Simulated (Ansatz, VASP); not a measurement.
## Zr2WS4: VASP beside Ansatz

Contents of INCAR:

```
SYSTEM = Zr2WS4
PREC = Accurate
ENCUT = 520
EDIFF = 1E-7
ISMEAR = 0
SIGMA = 0.1
LREAL = .FALSE.
LASPH = .TRUE.
NELM = 100
ALGO = Normal
ISIF = 2
LWAVE = .FALSE.
LCHARG = .FALSE.
GGA = PE
NBANDS = 40
```

File KPOINTS:

```
Automatic mesh
0
G
  4 4 4
  0 0 0
```

POSCAR

```
Zr2WS4
1.0
    0.0000000000      4.3269700700      4.3269700700
    4.3269700700      0.0000000000      4.3269700700
    4.3269700700      4.3269700700      0.0000000000
Zr W S
2 1 4
Direct
    0.7500000000      0.7500000000      0.7500000000
    0.2500000000      0.2500000000      0.2500000000
    0.5000000000      0.5000000000      0.5000000000
    0.9131991700      0.9131991700      0.9131991700
    0.9131991700      0.9131991700      0.2604025000
    0.9131991700      0.2604025000      0.9131991700
    0.2604025000      0.9131991700      0.9131991700
```

Input for Ansatz:

```yaml
crystal:
  lattice:
    - [0.0, 4.32697007, 4.32697007]
    - [4.32697007, 0.0, 4.32697007]
    - [4.32697007, 4.32697007, 0.0]
  atoms:
    - { symbol: Zr, position: [0.75, 0.75, 0.75] }
    - { symbol: Zr, position: [0.25, 0.25, 0.25] }
    - { symbol: W, position: [0.5, 0.5, 0.5] }
    - { symbol: S, position: [0.91319917, 0.91319917, 0.91319917] }
    - { symbol: S, position: [0.91319917, 0.91319917, 0.2604025] }
    - { symbol: S, position: [0.91319917, 0.2604025, 0.91319917] }
    - { symbol: S, position: [0.2604025, 0.91319917, 0.91319917] }
basis:
  ecutwfc: 420
kpoints:
  mp_grid: { grid: [4, 4, 4] }
hamiltonian:
  xc: pbe
scf:
  occupations: { method: gaussian, width: 0.1 }
  lower_state_search: "off"
output:
  forces: true
  stress: true
  eigenvalues: true
```

Alike in both runs: task single point; functional PBE; k mesh 4 × 4 × 4; occupations gaussian, width 0.1 eV; no spin polarisation.

|  | VASP | Ansatz |
| --- | --- | --- |
| version | VASP 6.6.1 | Ansatz 0.2.0 |
| potentials or method | VASP PAW PBE potentials, release 64 (Zr_sv, W_sv, S), cutoff 520 eV | scalar-relativistic, plane waves, PAW |
| valence electrons in the cell | 62 | 62 |

Ansatz gave:

* gap on the k mesh at the Fermi level (eV): none
* pressure (GPa): 1.5
* rms of the force components (eV/Å): 3.013

**Question.** Estimate VASP's values.

**Answer.** gap on the k mesh at the Fermi level (eV): none; pressure (GPa): 1.3; rms of the force components (eV/Å): 2.945.

Atom by atom the forces differ by 0.068 eV/Å (rms over components). A gap of «none» marks a metal or a gap that the smearing closes. With one functional, cell and mesh, what is left measures potentials, basis and numerics.

Spin-orbit coupling is off throughout.
